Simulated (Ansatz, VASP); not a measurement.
## BiCl3O: VASP beside Ansatz

```xyz
5
Lattice="4.8387 0.0000 0.0000 0.0000 4.8387 0.0000 0.0000 0.0000 4.8387" Properties=species:S:1:pos:R:3 pbc="T T T"
Bi    2.4194    2.4194    2.4194
Cl    0.0000    2.4194    2.4194
Cl    2.4194    0.0000    2.4194
Cl    2.4194    2.4194    0.0000
O     0.0000    0.0000    0.0000
```

Change from the starting cell: species swapped into the CeBPd3 type (Pm-3m, No. 221).

Alike in both runs: task single point; functional PBE; k mesh 4 × 4 × 4; occupations gaussian, width 0.1 eV; no spin polarisation.

|  | VASP | Ansatz |
| --- | --- | --- |
| version | VASP 6.6.1 | Ansatz 0.2.0 |
| potentials or method | VASP PAW PBE potentials, release 64 (Bi_d, Cl, O), cutoff 520 eV | scalar-relativistic, plane waves, PAW |
| valence electrons in the cell | 42 | 42 |

|  | VASP | Ansatz | Ansatz less VASP |
| --- | --- | --- | --- |
| gap on the k mesh at the Fermi level (eV) | none | none | - |
| pressure (GPa) | 19.8 | 20.0 | +0.15 |

A gap of «none» marks a metal or a gap that the smearing closes.

Spin-orbit coupling is off throughout.
